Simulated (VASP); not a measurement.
Here is a VASP 6.6.1 calculation.

POSCAR

```
Re
1.0
    2.7422705826      0.0000000000      0.0000000000
   -1.3711352913      2.3748759886      0.0000000000
    0.0000000000      0.0000000000      4.4282782931
Re
2
Direct
    0.6666666667      0.3333333333      0.7500000000
    0.3333333333      0.6666666667      0.2500000000
```

File INCAR.step1:

```
PREC = Accurate
ENCUT = 520
ISMEAR = -1
SIGMA = 0.05
LREAL = F
LASPH = T
NELM = 100
NBANDS = 14
GGA = PE
ALGO = Normal
EDIFF = 1E-4
LWAVE = T
LCHARG = F
```

File INCAR.step2:

```
PREC = Accurate
ENCUT = 520
EDIFF = 1E-7
ISMEAR = -1
SIGMA = 0.05
LREAL = F
LASPH = T
NELM = 100
ALGO = Normal
ISIF = 2
LWAVE = F
LCHARG = F
METAGGA = R2SCAN
LMIXTAU = T
IVDW = 13
VDW_S6 = 1.0
VDW_S8 = 0.6018749
VDW_A1 = 0.51559235
VDW_A2 = 5.77342911
NBANDS = 14
ISTART = 1
```

File KPOINTS:

```
regular mesh
0
Gamma
  11 11 6
```

Potentials or basis: VASP PAW PBE potentials, release 64 (Re).

Launch:

```console
$ cat potpaw_PBE.64/Re/POTCAR > POTCAR
$ cp INCAR.step1 INCAR
$ mpirun -np 1 vasp_std > vasp.out
$ cp INCAR.step2 INCAR
$ mpirun -np 1 vasp_std > vasp.out
```

(1) Predict the dispersion energy per atom.

(2) Estimate the pressure.

(3) What does it give for the band gap on the k mesh?

## Answers

(1) -0.221 eV.

(2) 5.9 GPa.

(3) zero (bands 7 and 8 overlap by 3.21 eV).

Caveat: the cell stands under pressure; the PAW data sets were made with another functional, which shifts forces and pressure a little; spin-orbit coupling is left out, which moves the levels of the heavy elements.
